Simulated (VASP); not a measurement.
Set up this calculation in VASP 6.6.1, as the native input.

```
Task                   : single point
Functional             : r2SCAN
Potentials or basis    : VASP PAW PBE potentials, release 64 (Si)
Cutoff                 : 520 eV
k mesh                 : 25 × 25 × 5
Occupations            : gaussian, width 0.15 eV
Spin                   : no spin polarisation
Dipole correction      : no
Further INCAR settings : ALGO = Normal; EDIFF = 1e-06; NBANDS = 21
```

Si:

```
CELL_PARAMETERS angstrom
-2.63919 0.00000 0.00000
-1.31960 -2.28561 0.00000
0.00000 0.00000 13.35947
ATOMIC_POSITIONS crystal
Si 0.33333 0.33333 0.93727
Si 0.33333 0.33333 0.25563
Si 0.33333 0.33333 0.59645
Si 0.66667 0.66667 0.08522
Si 0.66667 0.66667 0.42604
Si 0.66667 0.66667 0.76686
```

This cell differs from its parent crystal: the distance across one plane changed.

The input as run:

POSCAR

```
Si
1.0
   -2.6391948715      0.0000000000      0.0000000000
   -1.3195974358     -2.2856098043      0.0000000000
    0.0000000000      0.0000000000     13.3594726067
Si
6
Direct
    0.3333333333      0.3333333333      0.9372683525
    0.3333333333      0.3333333333      0.2556310350
    0.3333333333      0.3333333333      0.5964496938
    0.6666666667      0.6666666667      0.0852217056
    0.6666666667      0.6666666667      0.4260403644
    0.6666666667      0.6666666667      0.7668590231
```

INCAR.step1

```
  PREC = Accurate
  ENCUT = 520
  ISMEAR = 0
  SIGMA = 0.15
  LREAL = F
  LASPH = T
  NELM = 100
  NBANDS = 21
  GGA = PE
  ALGO = Normal
  EDIFF = 1E-4
  LWAVE = T
  LCHARG = F
```

INCAR.step2

```
  PREC = Accurate
  ENCUT = 520
  EDIFF = 1E-6
  ISMEAR = 0
  SIGMA = 0.15
  LREAL = F
  LASPH = T
  NELM = 100
  ALGO = Normal
  ISIF = 2
  LWAVE = F
  LCHARG = T
  METAGGA = R2SCAN
  LMIXTAU = T
  LELF = T
  LVHAR = T
  NBANDS = 21
  ISTART = 1
```

KPOINTS

```
Automatic mesh
0
Gamma
  25 25 5
```

Potentials or basis: VASP PAW PBE potentials, release 64 (Si).

Launch:

```console
$ cat potpaw_PBE.64/Si/POTCAR > POTCAR
$ cp INCAR.step1 INCAR
$ mpirun -np 1 vasp_std > vasp.out
$ cp INCAR.step2 INCAR
$ mpirun -np 1 vasp_std > vasp.out
```

Results of the run:

```yaml
Pressure: 2.9 GPa
Largest_force: 1.134 eV/Å
Band_gap_on_the_k_mesh: zero (bands 12 and 13 overlap by 13.08 eV)
```

Caveat: the cell differs from its parent crystal (the distance across one plane changed); the PAW data sets were made with another functional, which shifts forces and pressure a little.

Run time: 11 min on 1 thread of Intel(R) Xeon(R) 6975P-C (Granite Rapids), with other jobs on the host, peak memory 0.44 GiB.
